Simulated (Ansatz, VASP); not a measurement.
## One calculation of Fe, two programs

```
Fe
1.0
     2.53188    0.00000    0.00000
    -1.26594    2.19267    0.00000
     0.00000    0.00000    4.38790
Fe
2
Direct
  0.33333 0.66667 0.25000
  0.66667 0.33333 0.75000
```

Alike in both runs: functional r2SCAN; k mesh 12 × 12 × 4; occupations gaussian, width 0.1 eV; collinear spin.

Ansatz relaxed the structure, and its values are those at the end. VASP's run is a single point on that final structure, the one shown.

|  | VASP | Ansatz |
| --- | --- | --- |
| version | VASP 6.6.1 | Ansatz 0.2.0 |
| potentials or method | VASP PAW PBE potentials, release 64 (Fe), cutoff 520 eV | scalar-relativistic, plane waves, PAW |
| valence electrons in the cell | 16 | 32 |

VASP gave:

```
gap on the k mesh at the Fermi level (eV)                     : none
pressure (GPa)                                                : -0.7
net moment per atom (μB)                                      : 2.76
size of the moment on the site where the two differ most (μB) : 2.80
```

Task: What did Ansatz give for the same quantities?

Result: gap on the k mesh at the Fermi level (eV): none; pressure (GPa): -0.4; net moment per atom (μB): 2.76; size of the moment on the site where the two differ most (μB): 2.87.

VASP's potentials were made for PBE, not for r2SCAN. Site moments also hang on the region over which each program counts them. A gap of «none» marks a metal or a gap that the smearing closes. VASP's potentials hold 16 valence electrons a cell and Ansatz's 32, so a difference there can come from the potentials and not from the codes.
